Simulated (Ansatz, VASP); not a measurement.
## One calculation of Mg2Ti2O3, two programs

The input INCAR:

```
PREC = Accurate
ENCUT = 600
EDIFF = 1E-7
ISMEAR = 0
SIGMA = 0.2
LREAL = False
LASPH = True
NELM = 80
ALGO = Normal
ISIF = 3
LWAVE = False
LCHARG = False
GGA = PE
IBRION = 2
NSW = 80
EDIFFG = -0.025
```

The input KPOINTS:

```
regular mesh
0
Gamma
  12 12 2
```

The input POSCAR:

```
Mg2Ti2O3
1.0
    2.9750062987      0.0111448185     -0.0360714879
   -1.4778514534      2.5226508165      0.0183099609
   -0.1240355221      0.0010887938     10.1816244236
Mg Ti O
2 2 3
Direct
    0.3067226250      0.6158547688      0.1211204187
    0.7054470675      0.2710664982      0.8991370568
    0.5852386299      0.3197808548      0.4095622688
    0.3757920092      0.6403474203      0.6202563841
   -0.0023440017      0.0962504000      0.2487933572
    1.0121081216      0.0125172302      0.7385148766
    0.0170355484      0.0441828277     -0.0373843622
```

Input for Ansatz:

```yaml
crystal:
  lattice:
    - [2.9750062987, 0.0111448185, -0.0360714879]
    - [-1.4778514534, 2.5226508165, 0.0183099609]
    - [-0.1240355221, 0.0010887938, 10.1816244236]
  atoms:
    - { symbol: Mg, position: [0.306722625, 0.6158547688, 0.1211204187] }
    - { symbol: Mg, position: [0.7054470675, 0.2710664982, 0.8991370568] }
    - { symbol: Ti, position: [0.5852386299, 0.3197808548, 0.4095622688] }
    - { symbol: Ti, position: [0.3757920092, 0.6403474203, 0.6202563841] }
    - { symbol: O, position: [-0.0023440017, 0.0962504, 0.2487933572] }
    - { symbol: O, position: [1.0121081216, 0.0125172302, 0.7385148766] }
    - { symbol: O, position: [0.0170355484, 0.0441828277, -0.0373843622] }
basis:
  ecutwfc: 420
kpoints:
  mp_grid: { grid: [12, 12, 2] }
hamiltonian:
  xc: pbe
scf:
  occupations: { method: gaussian, width: 0.2 }
  lower_state_search: "off"
output:
  forces: true
  stress: true
  eigenvalues: true
relax:
  adjacent_minimum: "off"
  f_tol: 0.025
  max_steps: 60
  cell: { stress_tol: 0.25 }
```

Change from the starting cell: cell x1, atoms moved at random (sigma 0.15 Å) and cell strained at random (1.5 %), then relaxed without symmetry.

Alike in both runs: task relaxation of cell and atoms; functional PBE; k mesh 12 × 12 × 2; occupations gaussian, width 0.2 eV; no spin polarisation.

```csv
,VASP,Ansatz
version,VASP 6.6.1,Ansatz 0.2.0
potentials or method,"VASP PAW PBE potentials, release 64 (Mg, Ti_sv, O), cutoff 600 eV","scalar-relativistic, plane waves, PAW"
valence electrons in the cell,46,62
```

|  | VASP | Ansatz | Ansatz less VASP |
| --- | --- | --- | --- |
| gap on the k mesh at the Fermi level, each at its own relaxed structure (eV) | none | none | - |
| relaxed volume (Å³/atom) | 10.92 | 10.96 | +0.037 |
| relaxed cell length with the largest relative difference (Å) | 2.949 | 2.953 | +0.0043 |

A gap of «none» marks a metal or a gap that the smearing closes. VASP's potentials hold 46 valence electrons a cell and Ansatz's 62, so a difference there can come from the potentials and not from the codes.
